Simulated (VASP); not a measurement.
Input of a VASP 6.6.1 run:

The input INCAR:

```
PREC = Accurate
ENCUT = 520
EDIFF = 1E-7
ISMEAR = 0
SIGMA = 0.05
LREAL = F
LASPH = T
NELM = 60
ALGO = Normal
ISIF = 2
LWAVE = F
LCHARG = T
GGA = PS
LELF = T
LVHAR = T
NBANDS = 14
```

KPOINTS

```
regular mesh
0
Gamma
  12 12 12
```

POSCAR

```
MgO2
1.0
    1.5917425871      0.9189930112      3.4573706250
   -1.5917425871      0.9189930112      3.4573706250
    0.0000000000     -1.8379860223      3.4573706250
Mg O
1 2
Direct
    0.0000000000      0.0000000000      0.0000000000
    0.4291433728      0.4291433728      0.4291433728
    0.5708566272      0.5708566272      0.5708566272
```

Potentials or basis: VASP PAW PBE potentials, release 64 (Mg, O).

The run is started by

```bash
$ cat potpaw_PBE.64/Mg/POTCAR potpaw_PBE.64/O/POTCAR > POTCAR
$ mpirun -np 1 vasp_std > vasp.out
```

(1) Predict the pressure.

(2) Predict the band gap on the k mesh.

## Answers

(1) -1.2 GPa.

(2) 2.46 eV, direct.

Caveat: the cell differs from its parent crystal (strain +0.0050 x Voigt [1, 1, 0, 0, 0, 0]); the PAW data sets were made with another functional, which shifts forces and pressure a little.
